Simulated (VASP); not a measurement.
# Zn (P6_3/mmc) in VASP: single point with PBEsol

Aim: the single point of Zn with PBEsol.

All numbers are computed with VASP 6.6.1; they aren't measurements. Logs are shortened: lines on timing, memory, paths and dates and some standing lists are left out, and cuts for length are marked.

### Step 1. The cell of the first run

It takes space group P6_3/mmc (No. 194, hexagonal). Conventional cell: a = 2.550 Å, b = 2.550 Å, c = 4.275 Å, α = 90.00°, β = 90.00°, γ = 120.00°. Within 3.4 Å of Zn (site symmetry -6m2) lie 12 Zn at 2.55 to 2.60 Å.

### Step 2. Single point, PBEsol

Input file INCAR:

```
PREC = Accurate
ENCUT = 520
EDIFF = 1E-6
ISMEAR = 0
SIGMA = 0.1
LREAL = F
LASPH = T
NELM = 60
ALGO = Fast
ISIF = 2
LWAVE = F
LCHARG = F
GGA = PS
NBANDS = 19
```

Input file KPOINTS:

```
regular mesh
0
Gamma
  57 57 26
```

Input file POSCAR:

```
Zn
1.0
    2.5497645870      0.0000000000      0.0000000000
   -1.2748822935      2.2081609060      0.0000000000
    0.0000000000      0.0000000000      4.2746866881
Zn
2
Direct
    0.3333333333      0.6666666667      0.2500000000
    0.6666666667      0.3333333333      0.7500000000
```

Potentials or basis: VASP PAW PBE potentials, release 64 (Zn).

Run with:

```bash
> cat potpaw_PBE.64/Zn/POTCAR > POTCAR
> mpirun -np 1 vasp_std > vasp.out
```

OUTCAR:

```text
PREC = Accurate
   ENCUT = 520
   EDIFF = 1E-6
   ISMEAR = 0
   LREAL = F
   LASPH = T
   NELM = 60
   ISIF = 2
   GGA = PS

 ion  position               nearest neighbor table
   1  0.333  0.667  0.250-   2 2.60   2 2.60   2 2.60   2 2.60   2 2.60   2 2.60
   2  0.667  0.333  0.750-   1 2.60   1 2.60   1 2.60   1 2.60   1 2.60   1 2.60

  LATTYP: Found a hexagonal cell.
 ALAT       =     2.5497645870
 C/A-ratio  =     1.6765024936

  Lattice vectors:

 A1 = (   2.5497645870,   0.0000000000,   0.0000000000)
 A2 = (  -1.2748822935,   2.2081609060,   0.0000000000)
 A3 = (   0.0000000000,   0.0000000000,   4.2746866881)

Analysis of symmetry for initial positions (statically):
=====================================================================
 Subroutine PRICEL returns:
 Original cell was already a primitive cell.

 Routine SETGRP: Setting up the symmetry group for a
 hexagonal supercell.

 Subroutine GETGRP returns: Found 24 space group operations
 (whereof 12 operations were pure point group operations)
 out of a pool of 24 trial point group operations.

The static configuration has the point symmetry D_3d.
 The point group associated with its full space group is D_6h.

Analysis of symmetry for dynamics (positions and initial velocities):
=====================================================================
 Subroutine PRICEL returns:
 Original cell was already a primitive cell.

 Routine SETGRP: Setting up the symmetry group for a
 hexagonal supercell.

 Subroutine GETGRP returns: Found 24 space group operations
 (whereof 12 operations were pure point group operations)
 out of a pool of 24 trial point group operations.

The dynamic configuration has the point symmetry D_3d.
 The point group associated with its full space group is D_6h.

 Subroutine INISYM returns: Found 24 space group operations
 (whereof 12 operations are pure point group operations),
 and found     1 'primitive' translations

----------------------------------------------------------------------------------------

                                     Primitive cell

  volume of cell :      24.0677

  direct lattice vectors                    reciprocal lattice vectors
     2.549764587  0.000000000  0.000000000     0.392193070  0.226432774  0.000000000
    -1.274882293  2.208160906  0.000000000     0.000000000  0.452865549  0.000000000
     0.000000000  0.000000000  4.274686688     0.000000000  0.000000000  0.233935274

  length of vectors
     2.549764587  2.549764587  4.274686688     0.452865549  0.452865549  0.233935274

  position of ions in fractional coordinates (direct lattice)
     0.333333333  0.666666667  0.250000000
     0.666666667  0.333333333  0.750000000

  ion indices of the primitive-cell ions
   primitive index   ion index
                 1           1
                 2           2

----------------------------------------------------------------------------------------

 KPOINTS: regular mesh

Automatic generation of k-mesh.
 Grid dimensions read from file:
 generate k-points for:   57   57   26

 Generating k-lattice:

  Cartesian coordinates                     Fractional coordinates (reciprocal lattice)
     0.006880580  0.003972505  0.000000000     0.017543860  0.000000000  0.000000000
     0.000000000  0.007945010  0.000000000     0.000000000  0.017543860  0.000000000
     0.000000000  0.000000000  0.008997511     0.000000000  0.000000000  0.038461538

  Length of vectors
     0.007945010  0.007945010  0.008997511

  Shift w.r.t. Gamma in fractional coordinates (k-lattice)
     0.000000000  0.000000000  0.000000000

 Subroutine IBZKPT returns following result:
 ===========================================

 Found   4200 irreducible k-points:

 Following reciprocal coordinates:
            Coordinates               Weight
  0.000000  0.000000  0.000000      1.000000
  0.017544  0.000000  0.000000      6.000000
  0.035088  0.000000  0.000000      6.000000
  0.052632 -0.000000  0.000000      6.000000
  0.070175  0.000000  0.000000      6.000000
  0.087719 -0.000000  0.000000      6.000000
[... 16 lines left out ...]
  0.385965 -0.000000  0.000000      6.000000
  0.403509  0.000000  0.000000      6.000000
 [... further k-points ...]
   k-points           NKPTS =   4200   k-points in BZ     NKDIM =   4200   number of bands    NBANDS=     19
   number of dos      NEDOS =    301   number of ions     NIONS =      2
   total plane-waves  NPLWV =  12800
   dimension x,y,z NGX =    20 NGY =   20 NGZ =   32
   dimension x,y,z NGXF=    40 NGYF=   40 NGZF=   64
   ions per type =               2
   NGX,Y,Z   is equivalent  to a cutoff of  13.04, 13.04, 12.45 a.u.
   NGXF,Y,Z  is equivalent  to a cutoff of  26.08, 26.08, 24.89 a.u.
 SYSTEM =  unknown system
   PREC   = accura    normal or accurate (medium, high low for compatibility)
   ISTART =      0    job   : 0-new  1-cont  2-samecut
   ICHARG =      2    charge: 1-file 2-atom 10-const
   ISPIN  =      1    spin polarized calculation?
   LNONCOLLINEAR =      F non collinear calculations
   LSORBIT =      F    spin-orbit coupling
   LASPH  =      T    aspherical Exc in radial PAW
   ENCUT  =  520.0 eV  38.22 Ry    6.18 a.u.   4.74  4.74  7.95*2*pi/ulx,y,z
   NELM   =     60;   NELMIN=  2; NELMDL= -5     # of ELM steps
   EDIFF  = 0.1E-05   stopping-criterion for ELM
   LREAL  =      F    real-space projection
   EDIFFG = 0.1E-04   stopping-criterion for IOM
   NSW    =      0    number of steps for IOM
   IBRION =     -1    ionic relax: 0-MD 1-quasi-New 2-CG
   NFREE  =      0    steps in history (QN), initial steepest desc. (CG)
   ISIF   =      2    stress and relaxation
   ISYM   =      2    0-nonsym 1-usesym 2-fastsym
   POTIM  = 0.5000    time-step for ionic-motion
   TEBEG  =    0.0;   TEEND  =   0.0 temperature during run
   PSTRESS=    0.0 pullay stress
   NELECT =      24.0000    total number of electrons
   NUPDOWN=      -1.0000    fix difference up-down
   EMIN   =  10.00;   EMAX   =-10.00  energy-range for DOS
   EFERMI =   0.00;   METHOD = LEGACY
   ISMEAR =     0;   SIGMA  =   0.10  broadening in eV -4-tet -1-fermi 0-gaus
   EFERMI_NEDOS =   21; number of points for ismear=-14 and -15
   IALGO  =     68    algorithm
   IMIX   =      4    mixing-type and parameters
     AMIX     =   0.40;   BMIX     =  1.00
     AMIX_MAG =   1.60;   BMIX_MAG =  1.00
  volume/ion in A,a.u.               =      12.03        81.21
  Fermi-wavevector in a.u.,A,eV,Ry     =   1.635562  3.090763 36.396421  2.675061
  Thomas-Fermi vector in A             =   2.727014
   LORBIT       =      0    0 simple, 1 ext, 2 COOP (PROOUT), +10 PAW based schemes
   GGA     = PS    functional components
   LHFCALC =     F    Hartree Fock is set to
   AEXX    =    0.0000 exact exchange contribution
   IVDW    =     0    specifies the selected vdW correction
   LEPSILON=     F    determine dielectric tensor
   LRPA    =     F    only Hartree local field effects (RPA)
 non-spin polarized calculation
 RMM-DIIS sequential band-by-band and
 Gauss-broadening in eV      SIGMA  =   0.10
  energy-cutoff  :      520.00
  volume of cell :       24.07
 maximum number of plane-waves:       662
 NGX is ok and might be reduce to    20
   NGX =  9   NGY =  9   NGZ = 15

 number of electron      24.0000005 magnetization

 Free energy of the ion-electron system (eV)
  ---------------------------------------------------
  ext. energy  EPLUGINS =         0.00000000
  ---------------------------------------------------
  free energy    TOTEN  =        -2.93644333 eV

  energy without entropy =       -2.93498705  energy(sigma->0) =       -2.93571519

 E-fermi :   5.0726     XC(G=0): -13.0039

 val. band max:        5.0717751248   @ k =   0.3509   0.0877   0.0000
 cond. band min:       5.0779628807   @ k =   0.2982   0.2281   0.1923
 fundamental gap:      0.0061877559
 Fermi energy:         5.0726499776

 k-point     1 :       0.0000    0.0000    0.0000
  band No.  band energies     occupation
      1      -7.6486      2.00000
      2      -4.8338      2.00000
      3      -3.6629      2.00000
      4      -3.5387      2.00000
      5      -3.5387      2.00000
      6      -3.4132      2.00000
[... 11 lines left out ...]
     18      24.9896      0.00000
     19      24.9905      0.00000

 k-point     2 :       0.0175    0.0000    0.0000
  band No.  band energies     occupation
      1      -7.6386      2.00000
      2      -4.8294      2.00000
      3      -3.6641      2.00000
      4      -3.5377      2.00000
      5      -3.5358      2.00000
      6      -3.4144      2.00000
[... 11 lines left out ...]
     18      25.1590      0.00000
     19      25.4553      0.00000

 k-point     3 :       0.0351    0.0000    0.0000
  band No.  band energies     occupation
      1      -7.6088      2.00000
      2      -4.8161      2.00000
      3      -3.6678      2.00000
      4      -3.5346      2.00000
      5      -3.5274      2.00000
      6      -3.4180      2.00000
[... 11 lines left out ...]
     18      25.5613      0.00000
     19      26.0894      0.00000

 k-point     4 :       0.0526   -0.0000    0.0000
  band No.  band energies     occupation
      1      -7.5592      2.00000
      2      -4.7944      2.00000
      3      -3.6745      2.00000
      4      -3.5290      2.00000
      5      -3.5134      2.00000
      6      -3.4237      2.00000
[... 11 lines left out ...]
     18      26.0653      0.00000
     19      26.5470      0.00000

 k-point     5 :       0.0702    0.0000    0.0000
  band No.  band energies     occupation
      1      -7.4900      2.00000
      2      -4.7647      2.00000
      3      -3.6844      2.00000
      4      -3.5207      2.00000
      5      -3.4940      2.00000
      6      -3.4308      2.00000
[... 11 lines left out ...]
     18      26.6110      0.00000
     19      26.8728      0.00000
[... 334 lines left out ...]
      2      -4.4549      2.00000
      3      -4.1891      2.00000
      4      -3.4739      2.00000
      5      -3.4631      2.00000
      6      -3.3982      2.00000
[... 11 lines left out ...]
     18      20.4338      0.00000
     19      23.9747      0.00000

 k-point    22 :       0.3684   -0.0000    0.0000
  band No.  band energies     occupation
      1      -4.7212      2.00000
      2      -4.4764      2.00000
      3      -4.2328      2.00000
      4      -3.4888      2.00000
      5      -3.4362      2.00000
      6      -3.3970      2.00000
[... 11 lines left out ...]
     18      20.3401      0.00000
     19      23.7484      0.00000

 k-point    23 :       0.3860   -0.0000    0.0000
  band No.  band energies     occupation
      1      -4.6671      2.00000
      2      -4.4955      2.00000
      3      -4.2711      2.00000
      4      -3.5020      2.00000
      5      -3.4131      2.00000
      6      -3.4115      2.00000
[... 11 lines left out ...]
     18      20.2593      0.00000
     19      23.5589      0.00000

 k-point    24 :       0.4035    0.0000    0.0000
  band No.  band energies     occupation
      1      -4.6334      2.00000
      2      -4.5107      2.00000
      3      -4.3039      2.00000
      4      -3.5137      2.00000
      5      -3.4271      2.00000
      6      -3.3894      2.00000
[... 11 lines left out ...]
     18      20.1908      0.00000
     19      23.3956      0.00000

 [... further k-points ...]
[... 5 lines left out ...]
  --------------------------------------------------------------------------------------
  -------------------------------------------------------------------------------------
  Total        3.1255094      3.1255094      3.1121222     -0.0000000      0.0000000      0.0000000
  in kB      208.0636941    208.0636941    207.1725138     -0.0000000      0.0000000      0.0000000
  external PRESSURE =     207.7666340 kB  Pullay stress =       0.0000000 kB

 VOLUME and BASIS-vectors are now :
 -----------------------------------------------------------------------------
  energy-cutoff  :      520.00
  volume of cell :       24.07
      direct lattice vectors                 reciprocal lattice vectors
     2.549764587  0.000000000  0.000000000     0.392193070  0.226432774  0.000000000
    -1.274882293  2.208160906  0.000000000     0.000000000  0.452865549  0.000000000
     0.000000000  0.000000000  4.274686688     0.000000000  0.000000000  0.233935274

 POSITION                                       TOTAL-FORCE (eV/Angst)
 -----------------------------------------------------------------------------------
     -0.00000      1.47211      1.06867         0.000000      0.000000      0.000000
      1.27488      0.73605      3.20602        -0.000000     -0.000000      0.000000
 -----------------------------------------------------------------------------------
    total drift:                               -0.000000      0.000000     -0.000000

  FREE ENERGIE OF THE ION-ELECTRON SYSTEM (eV)
  ---------------------------------------------------
  free  energy   TOTEN  =        -2.9364433333 eV

  energy  without entropy=       -2.9349870496  energy(sigma->0) =       -2.93571519
```

It took 32 min on 1 thread of Oxide Virtual Turin-like, shared host; peak memory 1.4 GiB.

What came out:

* Free energy: -2.9364 eV
* Pressure: 20.8 GPa
* Band gap on the k mesh: zero (bands 12 and 13 overlap by 3.33 eV)

Levels at points of the mesh, in eV from the Fermi level:
| k point | band 10 | band 11 | band 12 | band 13 | band 14 | band 15 |
| --- | --- | --- | --- | --- | --- | --- |
| (0.00, 0.00, 0.00) | -7.73 | -7.73 | -4.53 | -1.64 | 18.06 | 18.06 |
| (0.00, 0.00, 0.50) | -7.89 | -7.89 | -7.89 | 7.59 | 7.59 | 19.94 |

Caveat: the cell stands under pressure; the PAW data sets were made with another functional, which shifts forces and pressure a little.
